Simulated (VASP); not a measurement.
Wanted: the native input for a VASP 6.6.1 run.

```
Task                   : single point
Functional             : LDA
Potentials or basis    : VASP PAW LDA potentials, release 64 (Sr_sv, Cl)
Cutoff                 : 520 eV
k mesh                 : 6 × 6 × 2
Occupations            : gaussian, width 0.01 eV
Spin                   : no spin polarisation
Dipole correction      : no
Further INCAR settings : ALGO = Normal; EDIFF = 1e-06; NBANDS = 19
```

The structure of SrCl2 lies in POSCAR:

```
SrCl2
1.0
    4.4072489239      0.0000000000      0.0000000000
   -2.2036244619      3.8167895289      0.0000000000
    0.0000000000      0.0000000000      5.5960649219
Sr Cl
1 2
Direct
    0.0000000000      0.0000000000      0.0000000000
    0.3333333333      0.6666666667      0.2486950223
    0.6666666667      0.3333333333      0.7513049777
```

The input as run:

INCAR

```
SYSTEM = SrCl2
ALGO     = Normal         ! electronic algorithm
EDIFF    = 1E-6           ! SCF threshold, eV
ENCUT    = 520            ! plane-wave cutoff, eV
ISIF     = 2              ! what is computed and relaxed
ISMEAR   = 0              ! smearing method
LASPH    = .TRUE.         ! aspherical terms in the spheres
LCHARG   = .FALSE.        ! write CHGCAR
LREAL    = .FALSE.        ! projectors in reciprocal space
LWAVE    = .FALSE.        ! write WAVECAR
NBANDS   = 19             ! bands
NELM     = 100            ! most SCF steps
PREC     = Accurate       ! precision mode
SIGMA    = 0.01           ! smearing width, eV
```

KPOINTS

```
k-points
0
G
  6 6 2
  0 0 0
```

Potentials or basis: VASP PAW LDA potentials, release 64 (Sr_sv, Cl).

Command:

```sh
$ cat potpaw_LDA.64/Sr_sv/POTCAR potpaw_LDA.64/Cl/POTCAR > POTCAR
$ mpirun -np 1 vasp_std > vasp.out
```

Results of the run:

```
Pressure               : -1.9 GPa
Largest force          : 0.199 eV/Å
Band gap on the k mesh : 4.71 eV, direct
```

Caveat: the k points lie up to 0.56 Å⁻¹ apart.

It took 11 s on 1 thread of Intel(R) Xeon(R) 6975P-C (Granite Rapids) (shared host), peak memory 0.19 GiB.
